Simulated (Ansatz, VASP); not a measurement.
Cu: VASP beside Ansatz

```xyz
2
Lattice="0.0000 -1.8075 -1.8075 0.0000 1.8075 -1.8075 3.6150 0.0000 0.0000" Properties=species:S:1:pos:R:3 pbc="T T T"
Cu    1.6575    0.0000   -1.8075
Cu    0.1500    0.0000    0.0000
```

Change from the starting cell: mode 6 (219.1 1/cm) frozen in, largest displacement -0.150 Å.

Alike in both runs: task single point; functional LDA; k mesh 18 × 18 × 14; occupations gaussian, width 0.15 eV; no spin polarisation.

|  | VASP | Ansatz |
| --- | --- | --- |
| version | VASP 6.6.1 | Ansatz 0.2.0 |
| potentials or method | VASP PAW LDA potentials, release 64 (Cu), cutoff 520 eV | scalar-relativistic, plane waves, PAW |
| valence electrons in the cell | 22 | 38 |

VASP gave:

```
gap on the k mesh at the Fermi level (eV)                     : none
pressure (GPa)                                                : -3.4
traceless stress, the component that is largest in VASP (GPa) : -0.54
rms of the force components (eV/Å)                            : 1.069
```

Estimate Ansatz's values.

gap on the k mesh at the Fermi level (eV): none; pressure (GPa): -4.3; traceless stress, the component that is largest in VASP (GPa): -0.50; rms of the force components (eV/Å): 1.060.

LDA's correlation is that of Perdew and Zunger in VASP and of Perdew and Wang (1992) in Ansatz. Atom by atom the forces differ by 0.009 eV/Å (rms over components). A gap of «none» marks a metal or a gap that the smearing closes. VASP's potentials hold 22 valence electrons a cell and Ansatz's 38, so a difference there can come from the potentials and not from the codes.
